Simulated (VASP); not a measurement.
Si16N (a cell with a defect): single point with PBE

System: Si16N (a cell with a defect).

```
Si N
1.0
     0.00000    5.43000    5.43000
     5.43000    0.00000    5.43000
     5.43000    5.43000    0.00000
Si N
16 1
Direct
  0.97985 0.99947 0.00400
  0.09934 0.14206 0.10843
  0.00433 0.99096 0.48834
  0.11252 0.13066 0.62547
  0.97493 0.50865 0.96251
  0.10180 0.62436 0.09703
  0.00010 0.50176 0.47005
  0.14197 0.63197 0.57252
  0.47985 0.01037 0.00495
  0.60550 0.14887 0.11715
  0.48968 0.05889 0.48664
  0.64509 0.12078 0.65336
  0.47274 0.52295 0.96409
  0.57385 0.64442 0.11107
  0.51524 0.47616 0.58675
  0.64134 0.67529 0.60752
  0.41896 0.55305 0.38636
```

- Program: VASP 6.6.1
- Task: single point
- Functional: PBE
- Potentials or basis: VASP PAW PBE potentials, release 64 (Si, N)
- Cutoff: 520 eV
- k mesh: 2 × 2 × 2
- Occupations: fermi-dirac, width 0.05 eV
- Spin: collinear spin, ferromagnetic start
- Starting moments: [0.0, 0.0, 0.0, 0.0, 0.0, 0.0, 0.0, 0.0, 0.0, 0.0, 0.0, 0.0, 0.0, 0.0, 0.0, 0.0, 1.0] μB

```
Pressure                                              : 3.3 GPa
Largest force                                         : 1.439 eV/Å
Net moment                                            : 0.00 μB per cell
Valence electrons inside the program's atomic spheres : Si 1.70, 1.71, 1.67, 1.65, 1.69, 1.63, 1.72, 1.74 (each value once); N 3.81
```

Forces in eV/Å, atoms in the order of the input:
```
Si  -0.469 -0.576 -0.039
Si  -0.037  0.927  0.076
Si   0.500  0.006  1.349
Si  -0.456  0.104  0.006
Si   0.656 -0.302  0.011
Si   0.185 -0.220  0.090
Si   0.190  0.143 -0.072
Si  -1.009  0.326 -0.327
Si   0.686  0.394 -0.822
Si  -0.150  0.019  0.056
Si   0.210  0.595 -0.469
Si  -1.002 -0.901 -0.425
Si  -0.031  0.357 -0.078
Si   0.058  0.391 -0.197
Si   0.273 -0.668  0.282
Si   0.093 -0.714  0.369
N    0.303  0.118  0.189
```

Stress tensor (GPa, compression positive):
```
 2.00 -0.68  1.00
-0.68  5.04 -1.60
 1.00 -1.60  2.77
```

Levels at points of the mesh, in eV from the Fermi level:
Spin up:
| k point | band 32 | band 33 | band 34 | band 35 | band 36 | band 37 |
| --- | --- | --- | --- | --- | --- | --- |
| (0.00, 0.00, 0.00) | -0.80 | -0.57 | -0.45 | -0.36 | 0.25 | 0.53 |
| (0.50, 0.00, 0.00) | -1.11 | -1.02 | -0.79 | 0.33 | 0.91 | 1.06 |
| (0.00, 0.50, 0.00) | -1.15 | -1.06 | -0.71 | -0.36 | 0.84 | 1.05 |
| (0.00, 0.00, 0.50) | -1.11 | -0.87 | -0.62 | 0.02 | 0.91 | 1.14 |
| (0.50, 0.50, 0.50) | -1.18 | -1.13 | -0.81 | -0.02 | 0.83 | 1.07 |
| (0.50, 0.50, 0.00) | -1.63 | -1.49 | -0.99 | 0.52 | 0.98 | 1.35 |
| (0.00, 0.50, 0.50) | -1.63 | -1.40 | -1.09 | 0.21 | 0.98 | 1.39 |
| (0.50, 0.00, 0.50) | -1.67 | -1.53 | -0.44 | -0.31 | 0.89 | 1.23 |
Spin down:
```tsv
k point	band 31	band 32	band 33	band 34	band 35	band 36	band 37	band 38
(0.00, 0.00, 0.00)	-1.21	-0.80	-0.57	-0.45	-0.36	0.25	0.53	0.60
(0.50, 0.00, 0.00)	-1.54	-1.11	-1.02	-0.79	0.33	0.91	1.06	1.13
(0.00, 0.50, 0.00)	-1.21	-1.15	-1.06	-0.71	-0.36	0.84	1.05	1.20
(0.00, 0.00, 0.50)	-1.49	-1.11	-0.87	-0.62	0.02	0.91	1.14	1.26
(0.50, 0.50, 0.50)	-1.37	-1.18	-1.13	-0.81	-0.02	0.83	1.07	1.15
(0.50, 0.50, 0.00)	-1.72	-1.63	-1.49	-0.99	0.52	0.98	1.35	1.83
(0.00, 0.50, 0.50)	-1.70	-1.63	-1.40	-1.09	0.21	0.98	1.39	1.86
(0.50, 0.00, 0.50)	-1.78	-1.67	-1.53	-0.44	-0.31	0.89	1.23	1.69
```

Run time: 3.9 min on 1 thread of Intel(R) Xeon(R) 6975P-C (Granite Rapids), on a shared host, peak memory 0.72 GiB.

Caveat: the k points lie up to 0.50 Å⁻¹ apart; the atoms stand as in a frame of molecular dynamics.
